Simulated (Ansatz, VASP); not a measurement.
# Cr2Pd in VASP and in Ansatz

Contents of INCAR:

```
SYSTEM = Cr2Pd
PREC = Accurate
ENCUT = 600
EDIFF = 1E-7
ISMEAR = 0
SIGMA = 0.1
LREAL = .FALSE.
LASPH = .TRUE.
NELM = 80
ALGO = Normal
ISIF = 3
LWAVE = .FALSE.
LCHARG = .FALSE.
GGA = PE
IBRION = 2
NSW = 90
EDIFFG = -0.04
```

KPOINTS

```
Automatic mesh
0
G
  6 6 6
  0 0 0
```

File POSCAR:

```
Cr2Pd
1.0
    0.0000000000      2.6424109991      2.6424109991
    2.6424109991      0.0000000000      2.6424109991
    2.6424109991      2.6424109991      0.0000000000
Cr Pd
2 1
Direct
    0.2500000000      0.2500000000      0.2500000000
    0.7500000000      0.7500000000      0.7500000000
    0.0000000000      0.0000000000      0.0000000000
```

Input for Ansatz:

```yaml
crystal:
  lattice:
    - [0.0, 2.6424109991, 2.6424109991]
    - [2.6424109991, 0.0, 2.6424109991]
    - [2.6424109991, 2.6424109991, 0.0]
  atoms:
    - { symbol: Cr, position: [0.25, 0.25, 0.25] }
    - { symbol: Cr, position: [0.75, 0.75, 0.75] }
    - { symbol: Pd, position: [0.0, 0.0, 0.0] }
basis:
  ecutwfc: 420
kpoints:
  mp_grid: { grid: [6, 6, 6] }
hamiltonian:
  xc: pbe
scf:
  occupations: { method: gaussian, width: 0.1 }
  lower_state_search: "off"
output:
  forces: true
  stress: true
  eigenvalues: true
relax:
  adjacent_minimum: "off"
  f_tol: 0.04
  max_steps: 70
  cell: { stress_tol: 0.4 }
```

Alike in both runs: task relaxation of cell and atoms; functional PBE; k mesh 6 × 6 × 6; occupations gaussian, width 0.1 eV; no spin polarisation.

|  | VASP | Ansatz |
| --- | --- | --- |
| version | VASP 6.6.1 | Ansatz 0.2.0 |
| potentials or method | VASP PAW PBE potentials, release 64 (Cr_pv, Pd), cutoff 600 eV | scalar-relativistic, plane waves, PAW |
| valence electrons in the cell | 34 | 46 |

```tsv
	VASP	Ansatz	Ansatz less VASP
gap on the k mesh at the Fermi level, each at its own relaxed structure (eV)	none	none	-
relaxed volume (Å³/atom)	15.70	15.71	+0.015
relaxed length of the cell vector where the two differ most in proportion (Å)	4.053	4.055	+0.0013
```

A gap of «none» marks a metal or a gap that the smearing closes. VASP's potentials hold 34 valence electrons a cell and Ansatz's 46, so a difference there can come from the potentials and not from the codes.

Noted on VASP's run: the volume moved by over 15 % at a fixed basis, so the end points are rough.
